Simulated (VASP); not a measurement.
Se:

```
Se
1.0
     4.97645    0.00000    0.00000
    -2.48822    4.30973    0.00000
     0.00000    0.00000    3.05056
Se
3
Direct
  0.00000 0.00000 0.00000
  0.33333 0.66667 0.50000
  0.66667 0.33333 0.50000
```

This isn't the form of Se at room conditions, which is trigonal, of chains.

| Property | Result |
| --- | --- |
| Program | VASP 6.6.1 |
| Task | relaxation of cell and atoms |
| Functional | BLYP |
| Potentials or basis | VASP PAW PBE potentials, release 64 (Se) |
| Cutoff | 600 eV |
| k mesh | 7 × 7 × 10 |
| Occupations | fermi-dirac, width 0.1 eV |
| Spin | no spin polarisation |

At the start: pressure 3.5 GPa; volume 21.81 Å³/atom.

**Question.** Where does the relaxation end?

**Answer.** Over 3 steps the energy falls by 13.9 meV/atom and the volume is 23.14 Å³/atom (+6.1 %); space group P6/mmm (No. 191, to 0.1 Å) before and after.

The path:
| step | energy change (eV) | largest force (eV/Å) | pressure (GPa) | volume (Å³) |
| --- | --- | --- | --- | --- |
| 1 | 0.0000 | 0.0000 | 3.52 | 65.43 |
| 2 | -0.0406 | 0.0000 | -0.47 | 70.07 |
| 3 | -0.0416 | 0.0000 | 0.01 | 69.42 |

Final structure:
```
Se
1.0
     5.07556    0.00000    0.00000
    -2.53778    4.39556    0.00000
     0.00000    0.00000    3.11151
Se
3
Direct
  0.00000 0.00000 0.00000
  0.33333 0.66667 0.50000
  0.66667 0.33333 0.50000
```

Caveat: the PAW data sets were made with another functional, which shifts forces and pressure a little.
